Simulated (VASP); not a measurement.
Runs of VASP 6.6.1 on Cr. The structure is that of space group Fm-3m (No. 225), or close to it. The cells are those of the table. 

```tsv
task	cell	k mesh	cutoff (eV)	gap on the mesh (eV)	pressure (GPa)	relaxed volume (Å³/atom)
single point	a = 2.530 Å, angles 60.0°, 1 atom	20 × 20 × 20	500	none	-0.6	-
single point	a = 2.530 Å, angles 60.0°, 1 atom	20 × 20 × 20	520	none	-0.5	-
relaxation of cell and atoms	relaxed from a = 2.602 Å, angles 60.0°, 1 atom	10 × 10 × 10	500	none	-0.1	11.44
single point	a = 2.530 Å, angles 60.0°, 1 atom	10 × 10 × 10	500	none	-0.6	-
relaxation of cell and atoms	relaxed from a = 2.530 Å, angles 60.0°, 1 atom	20 × 20 × 20	600	none	0.0	(a)
```

Alike in all rows: level PBEsol; potentials or basis VASP PAW PBE potentials, release 64 (Cr_pv); no spin polarisation; smearing gaussian 0.1 eV.

**Question.** Estimate the missing entries.

**Answer.** (a) 11.43.

Caveats: the PAW data sets were made with another functional, which shifts forces and pressure a little; the run has no spin polarisation, though such a crystal can be magnetic.

A gap of «none» marks levels without a gap at the run's occupations.
